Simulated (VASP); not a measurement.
# Rh (I4/mmm) in VASP: a series of runs

Rh is run at these levels: r2SCAN; tasks: single point.

Everything below comes from runs of VASP 6.6.1. Logs are shortened: lines on timing, memory, paths and dates and some standing lists are left out, and cuts for length are marked.

### 1 The cell of the first run

The structure is tetragonal, space group I4/mmm (No. 139). The conventional cell has a = 2.689 Å, b = 2.689 Å, c = 3.746 Å, α = 90.00°, β = 90.00°, γ = 90.00°. Within 3.5 Å of Rh (site symmetry 4/mmm) lie 12 Rh at 2.67 to 2.69 Å.

### 2 Single point, r2SCAN (strain +0.000 along x and y, -0.015 along z)

The input, POSCAR:

```
Rh
1.0
    0.0000000000      1.9015500000      1.8730267500
    1.9015500000      0.0000000000      1.8730267500
    1.9015500000      1.9015500000      0.0000000000
Rh
1
Direct
    0.0000000000      0.0000000000      0.0000000000
```

The input, INCAR.step1:

```
SYSTEM = Rh
  PREC = Accurate
  ENCUT = 520
  ISMEAR = 0
  SIGMA = 0.15
  LREAL = .FALSE.
  LASPH = .TRUE.
  NELM = 80
  NBANDS = 14
  GGA = PE
  ALGO = Normal
  EDIFF = 1E-4
  LWAVE = .TRUE.
  LCHARG = .FALSE.
```

The input, INCAR.step2:

```
SYSTEM = Rh
  PREC = Accurate
  ENCUT = 520
  EDIFF = 1E-6
  ISMEAR = 0
  SIGMA = 0.15
  LREAL = .FALSE.
  LASPH = .TRUE.
  NELM = 80
  ALGO = Normal
  ISIF = 2
  LWAVE = .FALSE.
  LCHARG = .TRUE.
  METAGGA = R2SCAN
  LMIXTAU = .TRUE.
  LELF = .TRUE.
  LVHAR = .TRUE.
  NBANDS = 14
  ISTART = 1
```

The input, KPOINTS:

```
regular mesh
0
G
  22 22 22
  0 0 0
```

Potentials or basis: VASP PAW PBE potentials, release 64 (Rh_pv).

The run is started by

```
$ cat potpaw_PBE.64/Rh_pv/POTCAR > POTCAR
$ cp INCAR.step1 INCAR
$ mpirun -np 1 vasp_std > vasp.out
$ cp INCAR.step2 INCAR
$ mpirun -np 1 vasp_std > vasp.out
```

OUTCAR:

```text
SYSTEM = Rh
   PREC = Accurate
   ENCUT = 520
   EDIFF = 1E-6
   ISMEAR = 0
   LREAL = .FALSE.
   LASPH = .TRUE.
   NELM = 80
   ISIF = 2
   METAGGA = R2SCAN
   ISTART = 1

 ion  position               nearest neighbor table
   1  0.000  0.000  0.000-

  LATTYP: Found a body centered tetragonal cell.
 ALAT       =     2.6891977995
 C/A-ratio  =     1.3930003589

  Lattice vectors:

 A1 = (   0.0000000000,  -1.9015500000,  -1.8730267500)
 A2 = (   0.0000000000,   1.9015500000,  -1.8730267500)
 A3 = (   1.9015500000,   0.0000000000,   1.8730267500)

Analysis of symmetry for initial positions (statically):
=====================================================================
 Subroutine PRICEL returns:
 Original cell was already a primitive cell.

 Routine SETGRP: Setting up the symmetry group for a
 body centered tetragonal supercell.

 Subroutine GETGRP returns: Found 16 space group operations
 (whereof 16 operations were pure point group operations)
 out of a pool of 16 trial point group operations.

The static configuration has the point symmetry D_4h.

Analysis of symmetry for dynamics (positions and initial velocities):
=====================================================================
 Subroutine PRICEL returns:
 Original cell was already a primitive cell.

 Routine SETGRP: Setting up the symmetry group for a
 body centered tetragonal supercell.

 Subroutine GETGRP returns: Found 16 space group operations
 (whereof 16 operations were pure point group operations)
 out of a pool of 16 trial point group operations.

The dynamic configuration has the point symmetry D_4h.

 Subroutine INISYM returns: Found 16 space group operations
 (whereof 16 operations are pure point group operations),
 and found     1 'primitive' translations

----------------------------------------------------------------------------------------

                                     Primitive cell

  volume of cell :      13.5453

  direct lattice vectors                    reciprocal lattice vectors
     0.000000000  1.901550000  1.873026750    -0.262943388  0.262943388  0.266947602
     1.901550000  0.000000000  1.873026750     0.262943388 -0.262943388  0.266947602
     1.901550000  1.901550000  0.000000000     0.262943388  0.262943388 -0.266947602

  length of vectors
     2.669105020  2.669105020  2.689197800     0.457754818  0.457754818  0.457754818

  position of ions in fractional coordinates (direct lattice)
     0.000000000  0.000000000  0.000000000

  ion indices of the primitive-cell ions
   primitive index   ion index
                 1           1

----------------------------------------------------------------------------------------

 KPOINTS: regular mesh

Automatic generation of k-mesh.
 Grid dimensions read from file:
 generate k-points for:   22   22   22

 Generating k-lattice:

  Cartesian coordinates                     Fractional coordinates (reciprocal lattice)
    -0.011951972  0.011951972  0.012133982     0.045454545 -0.000000000  0.000000000
     0.011951972 -0.011951972  0.012133982    -0.000000000  0.045454545  0.000000000
     0.011951972  0.011951972 -0.012133982     0.000000000  0.000000000  0.045454545

  Length of vectors
     0.020807037  0.020807037  0.020807037

  Shift w.r.t. Gamma in fractional coordinates (k-lattice)
     0.000000000  0.000000000  0.000000000

 Subroutine IBZKPT returns following result:
 ===========================================

 Found    834 irreducible k-points:

 Following reciprocal coordinates:
            Coordinates               Weight
  0.000000  0.000000  0.000000      1.000000
  0.045455  0.000000  0.000000      8.000000
  0.090909  0.000000  0.000000      8.000000
  0.136364  0.000000  0.000000      8.000000
  0.181818  0.000000  0.000000      8.000000
  0.227273  0.000000  0.000000      8.000000
[... 16 lines left out ...]
  0.500000  0.045455  0.000000      8.000000
 -0.454545  0.045455  0.000000      8.000000
 [... further k-points ...]
   k-points           NKPTS =    834   k-points in BZ     NKDIM =    834   number of bands    NBANDS=     14
   number of dos      NEDOS =    301   number of ions     NIONS =      1
   total plane-waves  NPLWV =   8000
   dimension x,y,z NGX =    20 NGY =   20 NGZ =   20
   dimension x,y,z NGXF=    40 NGYF=   40 NGZF=   40
   ions per type =               1
   NGX,Y,Z   is equivalent  to a cutoff of  12.46, 12.46, 12.36 a.u.
   NGXF,Y,Z  is equivalent  to a cutoff of  24.91, 24.91, 24.73 a.u.
 SYSTEM =  Rh
   PREC   = accura    normal or accurate (medium, high low for compatibility)
   ISTART =      1    job   : 0-new  1-cont  2-samecut
   ICHARG =      0    charge: 1-file 2-atom 10-const
   ISPIN  =      1    spin polarized calculation?
   LNONCOLLINEAR =      F non collinear calculations
   LSORBIT =      F    spin-orbit coupling
   LASPH  =      T    aspherical Exc in radial PAW
   ENCUT  =  520.0 eV  38.22 Ry    6.18 a.u.   4.96  4.96  5.00*2*pi/ulx,y,z
   NELM   =     80;   NELMIN=  2; NELMDL=  0     # of ELM steps
   EDIFF  = 0.1E-05   stopping-criterion for ELM
   LREAL  =      F    real-space projection
   EDIFFG = 0.1E-04   stopping-criterion for IOM
   NSW    =      0    number of steps for IOM
   IBRION =     -1    ionic relax: 0-MD 1-quasi-New 2-CG
   NFREE  =      0    steps in history (QN), initial steepest desc. (CG)
   ISIF   =      2    stress and relaxation
   ISYM   =      2    0-nonsym 1-usesym 2-fastsym
   POTIM  = 0.5000    time-step for ionic-motion
   TEBEG  =    0.0;   TEEND  =   0.0 temperature during run
   PSTRESS=    0.0 pullay stress
   NELECT =      15.0000    total number of electrons
   NUPDOWN=      -1.0000    fix difference up-down
   EMIN   =  10.00;   EMAX   =-10.00  energy-range for DOS
   EFERMI =   0.00;   METHOD = LEGACY
   ISMEAR =     0;   SIGMA  =   0.15  broadening in eV -4-tet -1-fermi 0-gaus
   EFERMI_NEDOS =   21; number of points for ismear=-14 and -15
   IALGO  =     38    algorithm
   IMIX   =      4    mixing-type and parameters
     AMIX     =   0.40;   BMIX     =  1.00
     AMIX_MAG =   1.60;   BMIX_MAG =  1.00
  volume/ion in A,a.u.               =      13.55        91.41
  Fermi-wavevector in a.u.,A,eV,Ry     =   1.693722  3.200670 39.030948  2.868694
  Thomas-Fermi vector in A             =   2.775076
   LORBIT       =      0    0 simple, 1 ext, 2 COOP (PROOUT), +10 PAW based schemes
   METAGGA = R2SCAN    functional components
   LHFCALC =     F    Hartree Fock is set to
   AEXX    =    0.0000 exact exchange contribution
   IVDW    =     0    specifies the selected vdW correction
   LEPSILON=     F    determine dielectric tensor
   LRPA    =     F    only Hartree local field effects (RPA)
 non-spin polarized calculation
 Gauss-broadening in eV      SIGMA  =   0.15
  energy-cutoff  :      520.00
  volume of cell :       13.55
 maximum number of plane-waves:       378
   NGX =  9   NGY =  9   NGZ =  9

 number of electron      15.0000007 magnetization

 Free energy of the ion-electron system (eV)
  ---------------------------------------------------
  ext. energy  EPLUGINS =         0.00000000
  ---------------------------------------------------
  free energy    TOTEN  =       -24.13928318 eV

  energy without entropy =      -24.12512750  energy(sigma->0) =      -24.13220534

 E-fermi :  12.0032     XC(G=0): -15.3176

 val. band max:       12.0028696365   @ k =  -0.0909   0.2273   0.1818
 cond. band min:      12.0034216659   @ k =  -0.2727   0.1364   0.0909
 fundamental gap:      0.0005520293
 Fermi energy:        12.0032061765

 k-point     1 :       0.0000    0.0000    0.0000
  band No.  band energies     occupation
      1     -35.8075      2.00000
      2     -35.8075      2.00000
      3     -35.7983      2.00000
      4       3.7156      2.00000
      5       8.7076      2.00000
      6       8.7076      2.00000
      7       8.8774      2.00000
      8      10.8115      2.00000
      9      11.0160      2.00000
     10      28.7181      0.00000
     11      29.3776      0.00000
     12      34.3886      0.00000
     13      34.3886      0.00000
     14      34.8912      0.00000

 k-point     2 :       0.0455    0.0000    0.0000
  band No.  band energies     occupation
      1     -35.8228      2.00000
      2     -35.8101      2.00000
      3     -35.8026      2.00000
      4       3.8045      2.00000
      5       8.6878      2.00000
      6       8.7428      2.00000
      7       8.8918      2.00000
      8      10.7934      2.00000
      9      10.9942      2.00000
     10      28.8481      0.00000
     11      29.3776      0.00000
     12      34.0000      0.00000
     13      34.5175      0.00000
     14      34.9051      0.00000

 k-point     3 :       0.0909    0.0000    0.0000
  band No.  band energies     occupation
      1     -35.8728      2.00000
      2     -35.8174      2.00000
      3     -35.8096      2.00000
      4       4.0635      2.00000
      5       8.6017      2.00000
      6       8.8387      2.00000
      7       8.9670      2.00000
      8      10.7507      2.00000
      9      10.9396      2.00000
     10      29.2105      0.00000
     11      29.3772      0.00000
     12      32.9016      0.00000
     13      34.8958      0.00000
     14      35.2415      0.00000

 k-point     4 :       0.1364    0.0000    0.0000
  band No.  band energies     occupation
      1     -35.9521      2.00000
      2     -35.8289      2.00000
      3     -35.8196      2.00000
      4       4.4652      2.00000
      5       8.4771      2.00000
      6       8.9633      2.00000
      7       9.0889      2.00000
      8      10.7207      2.00000
      9      10.8864      2.00000
     10      29.3768      0.00000
     11      29.7136      0.00000
     12      31.5672      0.00000
     13      35.4994      0.00000
     14      35.8358      0.00000

 k-point     5 :       0.1818    0.0000    0.0000
  band No.  band energies     occupation
      1     -36.0532      2.00000
      2     -35.8437      2.00000
      3     -35.8323      2.00000
      4       4.9495      2.00000
      5       8.3998      2.00000
      6       9.0602      2.00000
      7       9.1971      2.00000
      8      10.7654      2.00000
      9      10.8931      2.00000
     10      29.3761      0.00000
     11      29.9972      0.00000
[... 276 lines left out ...]
 k-point    22 :       0.4545    0.0455    0.0000
  band No.  band energies     occupation
      1     -36.6002      2.00000
      2     -35.9334      2.00000
      3     -35.9105      2.00000
      4       5.6462      2.00000
      5       8.6677      2.00000
      6       8.7102      2.00000
      7      11.4650      2.00000
      8      12.6067      0.00000
      9      13.2598      0.00000
     10      21.9688      0.00000
     11      28.5619      0.00000
     12      29.3775      0.00000
     13      34.2783      0.00000
     14      34.8912      0.00000

 k-point    23 :       0.5000    0.0455    0.0000
  band No.  band energies     occupation
      1     -36.6258      2.00000
      2     -35.9344      2.00000
      3     -35.9172      2.00000
      4       5.6098      2.00000
      5       8.6208      2.00000
      6       8.6737      2.00000
      7      11.7792      1.96530
      8      12.6626      0.00000
      9      13.6869      0.00000
     10      21.2877      0.00000
     11      28.4009      0.00000
     12      29.3773      0.00000
     13      34.1695      0.00000
     14      34.3858      0.00000

 k-point    24 :      -0.4545    0.0455    0.0000
  band No.  band energies     occupation
      1     -36.6197      2.00000
      2     -35.9305      2.00000
      3     -35.9196      2.00000
      4       5.6189      2.00000
      5       8.6208      2.00000
      6       8.6881      2.00000
      7      11.7733      1.96983
      8      12.5573      0.00000
      9      13.6140      0.00000
     10      21.4475      0.00000
     11      28.4358      0.00000
     12      29.3774      0.00000
     13      34.2418      0.00000
     14      34.4514      0.00000

 [... further k-points ...]

------------------------ aborting loop because EDIFF is reached ----------------------------------------

  FORCE on cell =-STRESS in cart. coord.  units (eV):
  Direction    XX          YY          ZZ          XY          YZ          ZX
  --------------------------------------------------------------------------------------
  -------------------------------------------------------------------------------------
  Total        0.3219911      0.3219911      0.6447549      0.0000000      0.0000000      0.0000000
  in kB       38.0859623     38.0859623     76.2633268      0.0000000      0.0000000      0.0000000
  external PRESSURE =      50.8117505 kB  Pullay stress =       0.0000000 kB

 VOLUME and BASIS-vectors are now :
 -----------------------------------------------------------------------------
  energy-cutoff  :      520.00
  volume of cell :       13.55
      direct lattice vectors                 reciprocal lattice vectors
     0.000000000  1.901550000  1.873026750    -0.262943388  0.262943388  0.266947602
     1.901550000  0.000000000  1.873026750     0.262943388 -0.262943388  0.266947602
     1.901550000  1.901550000  0.000000000     0.262943388  0.262943388 -0.266947602

 POSITION                                       TOTAL-FORCE (eV/Angst)
 -----------------------------------------------------------------------------------
      0.00000      0.00000      0.00000         0.000000      0.000000     -0.000000
 -----------------------------------------------------------------------------------
    total drift:                                0.000000      0.000000      0.000000

  FREE ENERGIE OF THE ION-ELECTRON SYSTEM (eV)
  ---------------------------------------------------
  free  energy   TOTEN  =       -24.1392831803 eV

  energy  without entropy=      -24.1251275020  energy(sigma->0) =      -24.13220534
```

Wall time 3.1 min (1 thread of Intel Xeon 6975P-C (Granite Rapids), shared host); peak memory 0.25 GiB.

What came out:

```
Free energy : -24.1393 eV
Pressure    : 5.1 GPa
```

Levels at points of the mesh, in eV from the Fermi level:
```
           k point  band 5  band 6  band 7  band 8  band 9  band 10
(0.00, 0.00, 0.00)   -3.30   -3.30   -3.13   -1.19   -0.99    16.71
(0.50, 0.00, 0.00)   -3.45   -3.27    0.57    0.66    0.89     9.26
(0.50, 0.50, 0.00)   -6.32    0.53    1.09    1.09    3.74    13.37
(0.50, 0.00, 0.50)   -6.30    0.54    1.00    1.15    3.40    12.93
```

Caveat: the cell differs from its parent crystal (strain +0.000 along x and y, -0.015 along z); the PAW data sets were made with another functional, which shifts forces and pressure a little.

### 3 Single point, r2SCAN (strain -0.015 along x and y, +0.030 along z)

The input, POSCAR:

```
Rh
1.0
    0.0000000000      1.8730267500      1.9585965000
    1.8730267500      0.0000000000      1.9585965000
    1.8730267500      1.8730267500      0.0000000000
Rh
1
Direct
    0.0000000000      0.0000000000      0.0000000000
```

The input, INCAR.step1:

```
PREC = Accurate ; ENCUT = 520
ISMEAR = 0 ; SIGMA = 0.15
LREAL = F ; LASPH = T
NELM = 100 ; NBANDS = 14
GGA = PE ; ALGO = Normal
EDIFF = 1E-4 ; LWAVE = T
LCHARG = F
```

The input, INCAR.step2:

```
PREC = Accurate ; ENCUT = 520
EDIFF = 1E-6 ; ISMEAR = 0
SIGMA = 0.15 ; LREAL = F
LASPH = T ; NELM = 100
ALGO = Normal ; ISIF = 2
LWAVE = F ; LCHARG = F
METAGGA = R2SCAN ; LMIXTAU = T
NBANDS = 14 ; ISTART = 1
```

The input, KPOINTS:

```
Automatic mesh
0
Gamma
  22 22 22
```

Potentials or basis: VASP PAW PBE potentials, release 64 (Rh_pv).

The run is started by

```
$ cat potpaw_PBE.64/Rh_pv/POTCAR > POTCAR
$ cp INCAR.step1 INCAR
$ mpirun -np 1 vasp_std > vasp.out
$ cp INCAR.step2 INCAR
$ mpirun -np 1 vasp_std > vasp.out
```

It took 3 min on 1 thread of Intel Xeon 6975P-C (Granite Rapids), shared host; peak memory 0.25 GiB.

The run converged. Its results:

```yaml
Free_energy: -24.1303 eV
Pressure: 1.1 GPa
```

Stress tensor (GPa, compression positive):
```
 4.84  0.00  0.00
 0.00  4.84  0.00
 0.00  0.00 -6.46
```

Levels at points of the mesh, in eV from the Fermi level:
| k point | band 5 | band 6 | band 7 | band 8 | band 9 | band 10 |
| --- | --- | --- | --- | --- | --- | --- |
| (0.00, 0.00, 0.00) | -3.50 | -2.98 | -2.98 | -1.38 | -0.77 | 16.76 |
| (0.50, 0.00, 0.00) | -3.53 | -3.02 | 0.48 | 0.71 | 0.92 | 9.11 |
| (0.50, 0.50, 0.00) | -6.15 | 0.56 | 1.02 | 1.02 | 2.85 | 12.04 |
| (0.50, 0.00, 0.50) | -6.17 | 0.49 | 0.84 | 1.29 | 3.83 | 13.32 |

Caveat: the cell differs from its parent crystal (strain -0.015 along x and y, +0.030 along z); the PAW data sets were made with another functional, which shifts forces and pressure a little.

### 4 Single point, r2SCAN (strain +0.015 along x and y, +0.000 along z)

The input, POSCAR:

```
Rh
1.0
    0.0000000000      1.9300732500      1.9015500000
    1.9300732500      0.0000000000      1.9015500000
    1.9300732500      1.9300732500      0.0000000000
Rh
1
Direct
    0.0000000000      0.0000000000      0.0000000000
```

The input, INCAR.step1:

```
SYSTEM = Rh
PREC = Accurate
ENCUT = 520
ISMEAR = 0
SIGMA = 0.15
LREAL = .FALSE.
LASPH = .TRUE.
NELM = 60
NBANDS = 14
GGA = PE
ALGO = Normal
EDIFF = 1E-4
LWAVE = .TRUE.
LCHARG = .FALSE.
```

The input, INCAR.step2:

```
SYSTEM = Rh
PREC = Accurate
ENCUT = 520
EDIFF = 1E-6
ISMEAR = 0
SIGMA = 0.15
LREAL = .FALSE.
LASPH = .TRUE.
NELM = 60
ALGO = Normal
ISIF = 2
LWAVE = .FALSE.
LCHARG = .FALSE.
METAGGA = R2SCAN
LMIXTAU = .TRUE.
NBANDS = 14
ISTART = 1
```

The input, KPOINTS:

```
Automatic mesh
0
G
  22 22 22
  0 0 0
```

The run is started by

```
$ cat potpaw_PBE.64/Rh_pv/POTCAR > POTCAR
$ cp INCAR.step1 INCAR
$ mpirun -np 1 vasp_std > vasp.out
$ cp INCAR.step2 INCAR
$ mpirun -np 1 vasp_std > vasp.out
```

It took 7 min on 1 thread of Intel Xeon Platinum 8259CL at 2.50GHz (Skylake/Cascade Lake), shared host; peak memory 0.25 GiB.

Results (log left out):

* Free energy: -24.1344 eV
* Pressure: -7.3 GPa

Stress tensor (GPa, compression positive):
```
-8.35  0.00  0.00
 0.00 -8.35  0.00
 0.00  0.00 -5.05
```

Levels at points of the mesh, in eV from the Fermi level:
```csv
k point,band 3,band 4,band 5,band 6,band 7,band 8,band 9,band 10,band 11,band 12
"(0.00, 0.00, 0.00)",-47.72,-7.95,-3.07,-3.07,-2.91,-1.12,-0.93,16.74,17.43,22.16
"(0.50, 0.00, 0.00)",-47.81,-6.07,-3.21,-3.04,0.52,0.60,0.95,8.78,16.28,17.43
"(0.50, 0.50, 0.00)",-48.00,-6.25,-5.90,0.48,1.01,1.01,3.67,12.78,13.64,13.64
"(0.50, 0.00, 0.50)",-47.97,-6.25,-5.89,0.49,0.93,1.06,3.34,12.35,13.84,14.00
```

Caveat: the cell differs from its parent crystal (strain +0.015 along x and y, +0.000 along z); the PAW data sets were made with another functional, which shifts forces and pressure a little.

[end of part 1 of 2]
